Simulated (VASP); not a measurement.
Here is a VASP 6.6.1 calculation.

Contents of INCAR:

```
SYSTEM = SrCl2
PREC = Accurate ; ENCUT = 520
EDIFF = 1E-6 ; ISMEAR = 0
SIGMA = 0.05 ; LREAL = .False.
LASPH = .True. ; NELM = 100
ALGO = Normal ; ISIF = 2
LWAVE = .False. ; LCHARG = .True.
GGA = PE ; LELF = .True.
LVHAR = .True. ; NBANDS = 19
```

The input KPOINTS:

```
Automatic mesh
0
Gamma
  6 6 6
  0 0 0
```

Contents of POSCAR:

```
SrCl2
1.0
    0.0000000000      3.5002707440      3.6143795702
    3.5002707440      0.0000000000      3.6143795702
    3.5002707440      3.5002707440      0.0000000000
Sr Cl
1 2
Direct
    0.0000000000      0.0000000000      0.0000000000
    0.2500000000      0.2500000000      0.2500000000
    0.7500000000      0.7500000000      0.7500000000
```

Potentials or basis: VASP PAW PBE potentials, release 64 (Sr_sv, Cl).

The run is started by

```sh
$ cat potpaw_PBE.64/Sr_sv/POTCAR potpaw_PBE.64/Cl/POTCAR > POTCAR
$ mpirun -np 1 vasp_std > vasp.out
```

(1) Predict the pressure.

(2) What does it give for the band gap on the k mesh?

Results:

(1) -0.4 GPa.

(2) 5.08 eV (least direct gap 5.39 eV).
